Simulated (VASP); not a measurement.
# Ga (Cmcm) in VASP: notebook

The runs below take Ga through single point, with r2SCAN.

Program: VASP 6.6.1. These are calculated values, not measurements. Logs are shortened: lines on timing, memory, paths and dates and some standing lists are left out, and cuts for length are marked.

## (1) The cell of the first run

The structure is orthorhombic, space group Cmcm (No. 63). Conventional cell: a = 2.766 Å, b = 7.975 Å, c = 3.389 Å, α = 90.00°, β = 90.00°, γ = 90.00°. Within 3.6 Å of Ga (site symmetry m2m) lie 10 Ga at 2.73 to 3.39 Å.

## (2) Single point, r2SCAN (18.69 Å³/atom)

Input file POSCAR:

```
Ga
1.0
    1.3830708419     -3.9874015360      0.0000000000
    1.3830708419      3.9874015360      0.0000000000
    0.0000000000      0.0000000000      3.3891996077
Ga
2
Direct
    0.8659383777      0.1340616223      0.2500000000
    0.1340616223      0.8659383777      0.7500000000
```

Input file INCAR.step1:

```
SYSTEM = Ga
PREC = Accurate
ENCUT = 520
ISMEAR = 0
SIGMA = 0.1
LREAL = .False.
LASPH = .True.
NELM = 100
NBANDS = 20
GGA = PE
ALGO = Normal
EDIFF = 1E-4
LWAVE = .True.
LCHARG = .False.
```

Input file INCAR.step2:

```
SYSTEM = Ga
PREC = Accurate
ENCUT = 520
EDIFF = 1E-6
ISMEAR = 0
SIGMA = 0.1
LREAL = .False.
LASPH = .True.
NELM = 100
ALGO = Normal
ISIF = 2
LWAVE = .False.
LCHARG = .False.
METAGGA = R2SCAN
LMIXTAU = .True.
NBANDS = 20
ISTART = 1
```

Input file KPOINTS:

```
regular mesh
0
Gamma
  16 16 14
  0 0 0
```

Potentials or basis: VASP PAW PBE potentials, release 64 (Ga_d).

On the command line:

```
> cat potpaw_PBE.64/Ga_d/POTCAR > POTCAR
> cp INCAR.step1 INCAR
> mpirun -np 1 vasp_std > vasp.out
> cp INCAR.step2 INCAR
> mpirun -np 1 vasp_std > vasp.out
```

OUTCAR:

```text
SYSTEM = Ga
   PREC = Accurate
   ENCUT = 520
   EDIFF = 1E-6
   ISMEAR = 0
   LREAL = .False.
   LASPH = .True.
   NELM = 100
   ISIF = 2
   METAGGA = R2SCAN
   ISTART = 1

 ion  position               nearest neighbor table
   1  0.866  0.134  0.250-   2 2.73   2 2.73   2 2.86   2 2.86   2 2.86   2 2.86
   2  0.134  0.866  0.750-   1 2.73   1 2.73   1 2.86   1 2.86   1 2.86   1 2.86

  LATTYP: Found a base centered orthorhombic cell.
 ALAT       =     2.7661416838
 B/A-ratio  =     2.8830060003
 C/A-ratio  =     1.2252444000

  Lattice vectors:

 A1 = (   1.3830708419,  -3.9874015360,   0.0000000000)
 A2 = (   1.3830708419,   3.9874015360,   0.0000000000)
 A3 = (   0.0000000000,   0.0000000000,   3.3891996077)

Analysis of symmetry for initial positions (statically):
=====================================================================
 Subroutine PRICEL returns:
 Original cell was already a primitive cell.

 Routine SETGRP: Setting up the symmetry group for a
 base centered orthorhombic supercell.

 Subroutine GETGRP returns: Found  8 space group operations
 (whereof  4 operations were pure point group operations)
 out of a pool of  8 trial point group operations.

The static configuration has the point symmetry C_2h.
 The point group associated with its full space group is D_2h.

Analysis of symmetry for dynamics (positions and initial velocities):
=====================================================================
 Subroutine PRICEL returns:
 Original cell was already a primitive cell.

 Routine SETGRP: Setting up the symmetry group for a
 base centered orthorhombic supercell.

 Subroutine GETGRP returns: Found  8 space group operations
 (whereof  4 operations were pure point group operations)
 out of a pool of  8 trial point group operations.

The dynamic configuration has the point symmetry C_2h.
 The point group associated with its full space group is D_2h.

 Subroutine INISYM returns: Found  8 space group operations
 (whereof  4 operations are pure point group operations),
 and found     1 'primitive' translations

----------------------------------------------------------------------------------------

                                     Primitive cell

  volume of cell :      37.3819

  direct lattice vectors                    reciprocal lattice vectors
     1.383070842 -3.987401536  0.000000000     0.361514382 -0.125394946  0.000000000
     1.383070842  3.987401536  0.000000000     0.361514382  0.125394946  0.000000000
     0.000000000  0.000000000  3.389199608     0.000000000  0.000000000  0.295054914

  length of vectors
     4.220456843  4.220456843  3.389199608     0.382644143  0.382644143  0.295054914

  position of ions in fractional coordinates (direct lattice)
     0.865938378  0.134061622  0.250000000
     0.134061622  0.865938378  0.750000000

  ion indices of the primitive-cell ions
   primitive index   ion index
                 1           1
                 2           2

----------------------------------------------------------------------------------------

 KPOINTS: regular mesh

Automatic generation of k-mesh.
 Grid dimensions read from file:
 generate k-points for:   16   16   14

 Generating k-lattice:

  Cartesian coordinates                     Fractional coordinates (reciprocal lattice)
     0.022594649 -0.007837184  0.000000000     0.062500000  0.000000000  0.000000000
     0.022594649  0.007837184  0.000000000     0.000000000  0.062500000  0.000000000
     0.000000000  0.000000000  0.021075351     0.000000000  0.000000000  0.071428571

  Length of vectors
     0.023915259  0.023915259  0.021075351

  Shift w.r.t. Gamma in fractional coordinates (k-lattice)
     0.000000000  0.000000000  0.000000000

 Subroutine IBZKPT returns following result:
 ===========================================

 Found    584 irreducible k-points:

 Following reciprocal coordinates:
            Coordinates               Weight
  0.000000  0.000000  0.000000      1.000000
  0.062500  0.000000  0.000000      4.000000
  0.125000  0.000000  0.000000      4.000000
  0.187500  0.000000  0.000000      4.000000
  0.250000  0.000000  0.000000      4.000000
  0.312500  0.000000  0.000000      4.000000
[... 16 lines left out ...]
 -0.125000  0.062500  0.000000      4.000000
 -0.062500  0.062500  0.000000      2.000000
 [... further k-points ...]
   k-points           NKPTS =    584   k-points in BZ     NKDIM =    584   number of bands    NBANDS=     20
   number of dos      NEDOS =    301   number of ions     NIONS =      2
   total plane-waves  NPLWV =  28672
   dimension x,y,z NGX =    32 NGY =   32 NGZ =   28
   dimension x,y,z NGXF=    64 NGYF=   64 NGZF=   56
   ions per type =               2
   NGX,Y,Z   is equivalent  to a cutoff of  12.60, 12.60, 13.73 a.u.
   NGXF,Y,Z  is equivalent  to a cutoff of  25.21, 25.21, 27.47 a.u.
 SYSTEM =  Ga
   PREC   = accura    normal or accurate (medium, high low for compatibility)
   ISTART =      1    job   : 0-new  1-cont  2-samecut
   ICHARG =      0    charge: 1-file 2-atom 10-const
   ISPIN  =      1    spin polarized calculation?
   LNONCOLLINEAR =      F non collinear calculations
   LSORBIT =      F    spin-orbit coupling
   LASPH  =      T    aspherical Exc in radial PAW
   ENCUT  =  520.0 eV  38.22 Ry    6.18 a.u.   7.85  7.85  6.30*2*pi/ulx,y,z
   NELM   =    100;   NELMIN=  2; NELMDL=  0     # of ELM steps
   EDIFF  = 0.1E-05   stopping-criterion for ELM
   LREAL  =      F    real-space projection
   EDIFFG = 0.1E-04   stopping-criterion for IOM
   NSW    =      0    number of steps for IOM
   IBRION =     -1    ionic relax: 0-MD 1-quasi-New 2-CG
   NFREE  =      0    steps in history (QN), initial steepest desc. (CG)
   ISIF   =      2    stress and relaxation
   ISYM   =      2    0-nonsym 1-usesym 2-fastsym
   POTIM  = 0.5000    time-step for ionic-motion
   TEBEG  =    0.0;   TEEND  =   0.0 temperature during run
   PSTRESS=    0.0 pullay stress
   NELECT =      26.0000    total number of electrons
   NUPDOWN=      -1.0000    fix difference up-down
   EMIN   =  10.00;   EMAX   =-10.00  energy-range for DOS
   EFERMI =   0.00;   METHOD = LEGACY
   ISMEAR =     0;   SIGMA  =   0.10  broadening in eV -4-tet -1-fermi 0-gaus
   EFERMI_NEDOS =   21; number of points for ismear=-14 and -15
   IALGO  =     38    algorithm
   IMIX   =      4    mixing-type and parameters
     AMIX     =   0.40;   BMIX     =  1.00
     AMIX_MAG =   1.60;   BMIX_MAG =  1.00
  volume/ion in A,a.u.               =      18.69       126.13
  Fermi-wavevector in a.u.,A,eV,Ry     =   1.450481  2.741012 28.625238  2.103896
  Thomas-Fermi vector in A             =   2.568088
   LORBIT       =      0    0 simple, 1 ext, 2 COOP (PROOUT), +10 PAW based schemes
   METAGGA = R2SCAN    functional components
   LHFCALC =     F    Hartree Fock is set to
   AEXX    =    0.0000 exact exchange contribution
   IVDW    =     0    specifies the selected vdW correction
   LEPSILON=     F    determine dielectric tensor
   LRPA    =     F    only Hartree local field effects (RPA)
 non-spin polarized calculation
 Gauss-broadening in eV      SIGMA  =   0.10
  energy-cutoff  :      520.00
  volume of cell :       37.38
 maximum number of plane-waves:      1027
   NGX = 15   NGY = 15   NGZ = 13

 number of electron      25.9999996 magnetization

 Free energy of the ion-electron system (eV)
  ---------------------------------------------------
  ext. energy  EPLUGINS =         0.00000000
  ---------------------------------------------------
  free energy    TOTEN  =       -22.72473714 eV

  energy without entropy =      -22.72143218  energy(sigma->0) =      -22.72308466

 E-fermi :   5.5400     XC(G=0): -12.0976

 val. band max:        5.5257564696   @ k =  -0.4375   0.0625   0.5000
 cond. band min:       5.5434859535   @ k =   0.3750   0.2500   0.4286
 fundamental gap:      0.0177294839
 Fermi energy:         5.5399769243

 k-point     1 :       0.0000    0.0000    0.0000
  band No.  band energies     occupation
      1     -10.2176      2.00000
      2     -10.2146      2.00000
      3     -10.1606      2.00000
      4     -10.1522      2.00000
      5      -9.8759      2.00000
      6      -9.8679      2.00000
[... 12 lines left out ...]
     19      16.6626      0.00000
     20      19.2985      0.00000

 k-point     2 :       0.0625    0.0000    0.0000
  band No.  band energies     occupation
      1     -10.2144      2.00000
      2     -10.2057      2.00000
      3     -10.1539      2.00000
      4     -10.1358      2.00000
      5      -9.8834      2.00000
      6      -9.8740      2.00000
[... 12 lines left out ...]
     19      16.8680      0.00000
     20      19.5151      0.00000

 k-point     3 :       0.1250    0.0000    0.0000
  band No.  band energies     occupation
      1     -10.2054      2.00000
      2     -10.1838      2.00000
      3     -10.1312      2.00000
      4     -10.0908      2.00000
      5      -9.9050      2.00000
      6      -9.8924      2.00000
[... 12 lines left out ...]
     19      16.9925      0.00000
     20      20.0535      0.00000

 k-point     4 :       0.1875    0.0000    0.0000
  band No.  band energies     occupation
      1     -10.1924      2.00000
      2     -10.1583      2.00000
      3     -10.0937      2.00000
      4     -10.0292      2.00000
      5      -9.9378      2.00000
      6      -9.9177      2.00000
[... 12 lines left out ...]
     19      17.1070      0.00000
     20      20.8263      0.00000

 k-point     5 :       0.2500    0.0000    0.0000
  band No.  band energies     occupation
      1     -10.1783      2.00000
      2     -10.1343      2.00000
      3     -10.0548      2.00000
      4      -9.9991      2.00000
      5      -9.9775      2.00000
      6      -9.9045      2.00000
[... 12 lines left out ...]
     19      17.2579      0.00000
     20      21.2672      0.00000
[... 353 lines left out ...]
      6      -9.9316      2.00000
[... 12 lines left out ...]
     19      16.4978      0.00000
     20      21.9547      0.00000

 k-point    22 :      -0.1875    0.0625    0.0000
  band No.  band energies     occupation
      1     -10.1929      2.00000
      2     -10.1839      2.00000
      3     -10.1409      2.00000
      4     -10.0691      2.00000
      5      -9.9139      2.00000
      6      -9.9088      2.00000
[... 12 lines left out ...]
     19      16.5045      0.00000
     20      21.1035      0.00000

 k-point    23 :      -0.1250    0.0625    0.0000
  band No.  band energies     occupation
      1     -10.2102      2.00000
      2     -10.2056      2.00000
      3     -10.1612      2.00000
      4     -10.1158      2.00000
      5      -9.8892      2.00000
      6      -9.8868      2.00000
[... 12 lines left out ...]
     19      16.6566      0.00000
     20      19.8429      0.00000

 k-point    24 :      -0.0625    0.0625    0.0000
  band No.  band energies     occupation
      1     -10.2177      2.00000
      2     -10.2131      2.00000
      3     -10.1678      2.00000
      4     -10.1378      2.00000
      5      -9.8788      2.00000
      6      -9.8751      2.00000
[... 12 lines left out ...]
     19      17.0029      0.00000
     20      18.7330      0.00000

 [... further k-points ...]

------------------------ aborting loop because EDIFF is reached ----------------------------------------

  FORCE on cell =-STRESS in cart. coord.  units (eV):
  Direction    XX          YY          ZZ          XY          YZ          ZX
  --------------------------------------------------------------------------------------
  -------------------------------------------------------------------------------------
  Total       -0.3954025     -0.4117414     -0.3848013      0.0000000     -0.0000000      0.0000000
  in kB      -16.9468295    -17.6471082    -16.4924658      0.0000000     -0.0000000      0.0000000
  external PRESSURE =     -17.0288012 kB  Pullay stress =       0.0000000 kB

 VOLUME and BASIS-vectors are now :
 -----------------------------------------------------------------------------
  energy-cutoff  :      520.00
  volume of cell :       37.38
      direct lattice vectors                 reciprocal lattice vectors
     1.383070842 -3.987401536  0.000000000     0.361514382 -0.125394946  0.000000000
     1.383070842  3.987401536  0.000000000     0.361514382  0.125394946  0.000000000
     0.000000000  0.000000000  3.389199608     0.000000000  0.000000000  0.295054914

 POSITION                                       TOTAL-FORCE (eV/Angst)
 -----------------------------------------------------------------------------------
      1.38307     -2.91829      0.84730         0.000000     -0.000316      0.000000
      1.38307      2.91829      2.54190         0.000000      0.000316     -0.000000
 -----------------------------------------------------------------------------------
    total drift:                                0.000000      0.000000     -0.000000

  FREE ENERGIE OF THE ION-ELECTRON SYSTEM (eV)
  ---------------------------------------------------
  free  energy   TOTEN  =       -22.7247371434 eV

  energy  without entropy=      -22.7214321790  energy(sigma->0) =      -22.72308466
```

Run time: 28 min. Hardware: 1 thread of Intel Xeon 8259CL, shared host; peak memory 0.45 GiB.

Results:

- Free energy: -22.7247 eV
- Pressure: -1.7 GPa
- Band gap on the k mesh: zero (bands 13 and 14 overlap by 8.50 eV)

Stress tensor (GPa, compression positive):
```
-1.69  0.00  0.00
 0.00 -1.76  0.00
 0.00  0.00 -1.65
```

Caveat: the PAW data sets were made with another functional, which shifts forces and pressure a little.

(Continued in part 2 of 3.)

The gap in the log of VASP goes by the Fermi energy; the results here count the filled bands.